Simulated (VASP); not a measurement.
# SiNi3 (km) (Pm-3m) in VASP: single point with PBEsol

Aim: the single point of SiNi3 (km) with PBEsol.

All numbers are computed with VASP 6.6.1; they aren't measurements. Logs are shortened: lines on timing, memory, paths and dates and some standing lists are left out, and cuts for length are marked.

## 1. The cell of the first run

It takes space group Pm-3m (No. 221, cubic). Conventional cell: a = 3.461 Å, b = 3.461 Å, c = 3.461 Å, α = 90.00°, β = 90.00°, γ = 90.00°. Within 3.2 Å of Si (site symmetry m-3m) lie 12 Ni at 2.45 Å. Within 3.2 Å of Ni (site symmetry 4/mmm) lie 4 Si at 2.45 Å and 8 Ni at 2.45 Å.

## 2. Single point, PBEsol

Input file INCAR:

```
SYSTEM = SiNi3
  PREC = Accurate
  ENCUT = 600
  EDIFF = 1E-6
  ISMEAR = 0
  SIGMA = 0.1
  LREAL = .FALSE.
  LASPH = .TRUE.
  NELM = 120
  ALGO = Normal
  ISIF = 2
  LWAVE = .FALSE.
  LCHARG = .TRUE.
  GGA = PS
  LELF = .TRUE.
  LVHAR = .TRUE.
  NBANDS = 25
  GGA_COMPAT = .FALSE.
```

Input file KPOINTS:

```
Automatic mesh
0
G
  4 4 4
  0 0 0
```

Input file POSCAR:

```
SiNi3
1.0
    3.4613050234      0.0000000000      0.0000000000
    0.0000000000      3.4613050234      0.0000000000
    0.0000000000      0.0000000000      3.4613050234
Si Ni
1 3
Direct
    0.0000000000      0.0000000000      0.0000000000
    0.0000000000      0.5000000000      0.5000000000
    0.5000000000      0.5000000000      0.0000000000
    0.5000000000      0.0000000000      0.5000000000
```

Potentials or basis: VASP PAW PBE potentials, release 64 (Si, Ni).

On the command line:

```sh
cat potpaw_PBE.64/Si/POTCAR potpaw_PBE.64/Ni/POTCAR > POTCAR
mpirun -np 1 vasp_std > vasp.out
```

OUTCAR:

```text
SYSTEM = SiNi3
   PREC = Accurate
   ENCUT = 600
   EDIFF = 1E-6
   ISMEAR = 0
   LREAL = .FALSE.
   LASPH = .TRUE.
   NELM = 120
   ISIF = 2
   GGA = PS

 ion  position               nearest neighbor table
   1  0.000  0.000  0.000-   2 2.45   3 2.45   4 2.45   2 2.45   4 2.45   2 2.45   3 2.45   2 2.45
                             3 2.45   4 2.45   4 2.45   3 2.45
   2  0.000  0.500  0.500-   1 2.45   3 2.45   4 2.45   1 2.45   3 2.45   1 2.45   4 2.45   1 2.45
                             3 2.45   4 2.45   3 2.45   4 2.45
   3  0.500  0.500  0.000-   1 2.45   2 2.45   4 2.45   2 2.45   4 2.45   1 2.45   4 2.45   4 2.45
                             1 2.45   2 2.45   2 2.45   1 2.45
   4  0.500  0.000  0.500-   1 2.45   2 2.45   3 2.45   1 2.45   3 2.45   2 2.45   3 2.45   3 2.45
                             1 2.45   2 2.45   1 2.45   2 2.45

  LATTYP: Found a simple cubic cell.
 ALAT       =     3.4613050234

  Lattice vectors:

 A1 = (   3.4613050234,   0.0000000000,   0.0000000000)
 A2 = (   0.0000000000,   3.4613050234,   0.0000000000)
 A3 = (   0.0000000000,   0.0000000000,   3.4613050234)

Analysis of symmetry for initial positions (statically):
=====================================================================
 Subroutine PRICEL returns:
 Original cell was already a primitive cell.

 Routine SETGRP: Setting up the symmetry group for a
 simple cubic supercell.

 Subroutine GETGRP returns: Found 48 space group operations
 (whereof 48 operations were pure point group operations)
 out of a pool of 48 trial point group operations.

The static configuration has the point symmetry O_h .

Analysis of symmetry for dynamics (positions and initial velocities):
=====================================================================
 Subroutine PRICEL returns:
 Original cell was already a primitive cell.

 Routine SETGRP: Setting up the symmetry group for a
 simple cubic supercell.

 Subroutine GETGRP returns: Found 48 space group operations
 (whereof 48 operations were pure point group operations)
 out of a pool of 48 trial point group operations.

The dynamic configuration has the point symmetry O_h .

 Subroutine INISYM returns: Found 48 space group operations
 (whereof 48 operations are pure point group operations),
 and found     1 'primitive' translations

----------------------------------------------------------------------------------------

                                     Primitive cell

  volume of cell :      41.4686

  direct lattice vectors                    reciprocal lattice vectors
     3.461305023  0.000000000  0.000000000     0.288908372  0.000000000  0.000000000
     0.000000000  3.461305023  0.000000000     0.000000000  0.288908372  0.000000000
     0.000000000  0.000000000  3.461305023     0.000000000  0.000000000  0.288908372

  length of vectors
     3.461305023  3.461305023  3.461305023     0.288908372  0.288908372  0.288908372

  position of ions in fractional coordinates (direct lattice)
     0.000000000  0.000000000  0.000000000
     0.000000000  0.500000000  0.500000000
     0.500000000  0.500000000  0.000000000
     0.500000000  0.000000000  0.500000000

  ion indices of the primitive-cell ions
   primitive index   ion index
                 1           1
                 2           2
                 3           3
                 4           4

----------------------------------------------------------------------------------------

 KPOINTS: Automatic mesh

Automatic generation of k-mesh.
 Grid dimensions read from file:
 generate k-points for:    4    4    4

 Generating k-lattice:

  Cartesian coordinates                     Fractional coordinates (reciprocal lattice)
     0.072227093  0.000000000  0.000000000     0.250000000  0.000000000  0.000000000
     0.000000000  0.072227093  0.000000000     0.000000000  0.250000000  0.000000000
     0.000000000  0.000000000  0.072227093     0.000000000  0.000000000  0.250000000

  Length of vectors
     0.072227093  0.072227093  0.072227093

  Shift w.r.t. Gamma in fractional coordinates (k-lattice)
     0.000000000  0.000000000  0.000000000

 Subroutine IBZKPT returns following result:
 ===========================================

 Found     10 irreducible k-points:

 Following reciprocal coordinates:
            Coordinates               Weight
  0.000000  0.000000  0.000000      1.000000
  0.250000  0.000000  0.000000      6.000000
  0.500000  0.000000  0.000000      3.000000
  0.250000  0.250000  0.000000     12.000000
  0.500000  0.250000  0.000000     12.000000
  0.500000  0.500000  0.000000      3.000000
  0.250000  0.250000  0.250000      8.000000
  0.500000  0.250000  0.250000     12.000000
  0.500000  0.500000  0.250000      6.000000
  0.500000  0.500000  0.500000      1.000000
   k-points           NKPTS =     10   k-points in BZ     NKDIM =     10   number of bands    NBANDS=     25
   number of dos      NEDOS =    301   number of ions     NIONS =      4
   total plane-waves  NPLWV =  21952
   dimension x,y,z NGX =    28 NGY =   28 NGZ =   28
   dimension x,y,z NGXF=    56 NGYF=   56 NGZF=   56
   ions per type =               1   3
   NGX,Y,Z   is equivalent  to a cutoff of  13.45, 13.45, 13.45 a.u.
   NGXF,Y,Z  is equivalent  to a cutoff of  26.90, 26.90, 26.90 a.u.
 SYSTEM =  SiNi3
   PREC   = accura    normal or accurate (medium, high low for compatibility)
   ISTART =      0    job   : 0-new  1-cont  2-samecut
   ICHARG =      2    charge: 1-file 2-atom 10-const
   ISPIN  =      1    spin polarized calculation?
   LNONCOLLINEAR =      F non collinear calculations
   LSORBIT =      F    spin-orbit coupling
   LASPH  =      T    aspherical Exc in radial PAW
   ENCUT  =  600.0 eV  44.10 Ry    6.64 a.u.   6.91  6.91  6.91*2*pi/ulx,y,z
   NELM   =    120;   NELMIN=  2; NELMDL= -5     # of ELM steps
   EDIFF  = 0.1E-05   stopping-criterion for ELM
   LREAL  =      F    real-space projection
   EDIFFG = 0.1E-04   stopping-criterion for IOM
   NSW    =      0    number of steps for IOM
   IBRION =     -1    ionic relax: 0-MD 1-quasi-New 2-CG
   NFREE  =      0    steps in history (QN), initial steepest desc. (CG)
   ISIF   =      2    stress and relaxation
   ISYM   =      2    0-nonsym 1-usesym 2-fastsym
   POTIM  = 0.5000    time-step for ionic-motion
   TEBEG  =    0.0;   TEEND  =   0.0 temperature during run
   PSTRESS=    0.0 pullay stress
   NELECT =      34.0000    total number of electrons
   NUPDOWN=      -1.0000    fix difference up-down
   EMIN   =  10.00;   EMAX   =-10.00  energy-range for DOS
   EFERMI =   0.00;   METHOD = LEGACY
   ISMEAR =     0;   SIGMA  =   0.10  broadening in eV -4-tet -1-fermi 0-gaus
   EFERMI_NEDOS =   21; number of points for ismear=-14 and -15
   IALGO  =     38    algorithm
   IMIX   =      4    mixing-type and parameters
     AMIX     =   0.40;   BMIX     =  1.00
     AMIX_MAG =   1.60;   BMIX_MAG =  1.00
  volume/ion in A,a.u.               =      10.37        69.96
  Fermi-wavevector in a.u.,A,eV,Ry     =   1.532244  2.895521 31.943373  2.347772
  Thomas-Fermi vector in A             =   2.639477
   LORBIT       =      0    0 simple, 1 ext, 2 COOP (PROOUT), +10 PAW based schemes
   GGA     = PS    functional components
   LHFCALC =     F    Hartree Fock is set to
   AEXX    =    0.0000 exact exchange contribution
   IVDW    =     0    specifies the selected vdW correction
   LEPSILON=     F    determine dielectric tensor
   LRPA    =     F    only Hartree local field effects (RPA)
 non-spin polarized calculation
 Gauss-broadening in eV      SIGMA  =   0.10
  energy-cutoff  :      600.00
  volume of cell :       41.47
 maximum number of plane-waves:      1406
 NGX is ok and might be reduce to    28
   NGX = 13   NGY = 13   NGZ = 13

 number of electron      33.9999971 magnetization

 Free energy of the ion-electron system (eV)
  ---------------------------------------------------
  ext. energy  EPLUGINS =         0.00000000
  ---------------------------------------------------
  free energy    TOTEN  =       -26.31437983 eV

  energy without entropy =      -26.30409870  energy(sigma->0) =      -26.30923927

 E-fermi :  11.1500     XC(G=0): -13.4549

 val. band max:       11.1213875932   @ k =   0.5000   0.0000   0.0000
 cond. band min:      11.3246020575   @ k =   0.5000   0.5000   0.2500
 fundamental gap:      0.2032144643
 Fermi energy:        11.1500141627

 k-point     1 :       0.0000    0.0000    0.0000
  band No.  band energies     occupation
      1      -1.1430      2.00000
      2       5.9574      2.00000
      3       6.7818      2.00000
      4       6.7818      2.00000
      5       7.3297      2.00000
      6       7.3297      2.00000
[... 17 lines left out ...]
     24      21.9263      0.00000
     25      21.9263      0.00000

 k-point     2 :       0.2500    0.0000    0.0000
  band No.  band energies     occupation
      1      -0.4057      2.00000
      2       5.2510      2.00000
      3       6.5130      2.00000
      4       7.2633      2.00000
      5       7.2633      2.00000
      6       7.2854      2.00000
[... 17 lines left out ...]
     24      19.5160      0.00000
     25      21.5768      0.00000

 k-point     3 :       0.5000    0.0000    0.0000
  band No.  band energies     occupation
      1       1.0023      2.00000
      2       3.0948      2.00000
      3       6.9920      2.00000
      4       7.1371      2.00000
      5       7.1371      2.00000
      6       7.8244      2.00000
[... 17 lines left out ...]
     24      18.9948      0.00000
     25      22.1829      0.00000

 k-point     4 :       0.2500    0.2500    0.0000
  band No.  band energies     occupation
      1       0.2922      2.00000
      2       5.6149      2.00000
      3       5.7290      2.00000
      4       7.0086      2.00000
      5       7.1123      2.00000
      6       7.5595      2.00000
[... 17 lines left out ...]
     24      20.4140      0.00000
     25      20.7109      0.00000

 k-point     5 :       0.5000    0.2500    0.0000
  band No.  band energies     occupation
      1       1.5775      2.00000
      2       3.7461      2.00000
      3       6.1240      2.00000
      4       7.0153      2.00000
      5       7.2876      2.00000
      6       7.9451      2.00000
[... 17 lines left out ...]
     24      21.0769      0.00000
     25      21.5057      0.00000

 k-point     6 :       0.5000    0.5000    0.0000
  band No.  band energies     occupation
      1       2.5498      2.00000
      2       4.7432      2.00000
      3       4.7432      2.00000
      4       6.8986      2.00000
      5       7.2762      2.00000
      6       8.0948      2.00000
[... 17 lines left out ...]
     24      22.2304      0.00000
     25      22.2510      0.00000

 k-point     7 :       0.2500    0.2500    0.2500
  band No.  band energies     occupation
      1       0.9326      2.00000
      2       5.4999      2.00000
      3       6.2548      2.00000
      4       6.2548      2.00000
      5       7.3070      2.00000
      6       7.8424      2.00000
[... 17 lines left out ...]
     24      20.9405      0.00000
     25      21.3903      0.00000

 k-point     8 :       0.5000    0.2500    0.2500
  band No.  band energies     occupation
      1       2.0292      2.00000
      2       4.3689      2.00000
      3       5.8650      2.00000
      4       7.0208      2.00000
      5       7.5500      2.00000
      6       7.6866      2.00000
[... 17 lines left out ...]
     24      21.5740      0.00000
     25      21.8072      0.00000

 k-point     9 :       0.5000    0.5000    0.2500
  band No.  band energies     occupation
      1       2.6551      2.00000
      2       5.3828      2.00000
      3       5.3828      2.00000
      4       6.8546      2.00000
      5       7.0251      2.00000
      6       7.9009      2.00000
[... 17 lines left out ...]
     24      22.3783      0.00000
     25      26.4841      0.00000

 k-point    10 :       0.5000    0.5000    0.5000
  band No.  band energies     occupation
      1       2.7630      2.00000
      2       6.5934      2.00000
      3       6.5934      2.00000
      4       6.5934      2.00000
      5       7.2189      2.00000
      6       7.2189      2.00000
[... 17 lines left out ...]
     24      27.9855      0.00000
     25      27.9855      0.00000

------------------------ aborting loop because EDIFF is reached ----------------------------------------

  FORCE on cell =-STRESS in cart. coord.  units (eV):
  Direction    XX          YY          ZZ          XY          YZ          ZX
  --------------------------------------------------------------------------------------
  -------------------------------------------------------------------------------------
  Total        0.0135809      0.0135809      0.0135809      0.0000000      0.0000000      0.0000000
  in kB        0.5247102      0.5247102      0.5247102      0.0000000      0.0000000      0.0000000
  external PRESSURE =       0.5247102 kB  Pullay stress =       0.0000000 kB

 VOLUME and BASIS-vectors are now :
 -----------------------------------------------------------------------------
  energy-cutoff  :      600.00
  volume of cell :       41.47
      direct lattice vectors                 reciprocal lattice vectors
     3.461305023  0.000000000  0.000000000     0.288908372  0.000000000  0.000000000
     0.000000000  3.461305023  0.000000000     0.000000000  0.288908372  0.000000000
     0.000000000  0.000000000  3.461305023     0.000000000  0.000000000  0.288908372

 POSITION                                       TOTAL-FORCE (eV/Angst)
 -----------------------------------------------------------------------------------
      0.00000      0.00000      0.00000         0.000000      0.000000      0.000000
      0.00000      1.73065      1.73065         0.000000      0.000000      0.000000
      1.73065      1.73065      0.00000         0.000000      0.000000      0.000000
      1.73065      0.00000      1.73065         0.000000      0.000000      0.000000
 -----------------------------------------------------------------------------------
    total drift:                                0.000000      0.000000      0.000000

  FREE ENERGIE OF THE ION-ELECTRON SYSTEM (eV)
  ---------------------------------------------------
  free  energy   TOTEN  =       -26.3143798324 eV

  energy  without entropy=      -26.3040986979  energy(sigma->0) =      -26.30923927
```

It took 41 s on 1 thread of Intel Xeon 8259CL, shared host; peak memory 0.16 GiB.

What came out:

- Free energy: -26.3144 eV
- Pressure: 0.1 GPa
- Band gap on the k mesh: zero (band 17 reaches 11.12 eV, above the bottom of band 18 at 10.87 eV)

Levels at points of the mesh, in eV from the Fermi level:
```tsv
k point	band 15	band 16	band 17	band 18	band 19	band 20
(0.00, 0.00, 0.00)	-0.70	-0.37	-0.03	-0.03	-0.03	5.15
(0.50, 0.00, 0.00)	-1.28	-0.64	-0.03	3.72	3.72	5.28
(0.50, 0.50, 0.00)	-1.24	-1.14	-1.07	0.63	0.63	5.81
(0.50, 0.50, 0.50)	-1.38	-0.57	-0.28	-0.28	-0.28	1.34
```

Caveat: the k points lie up to 0.45 Å⁻¹ apart; the PAW data sets were made with another functional, which shifts forces and pressure a little. Spin polarisation is off, so any magnetic state and its effect on volume and gap are missing.
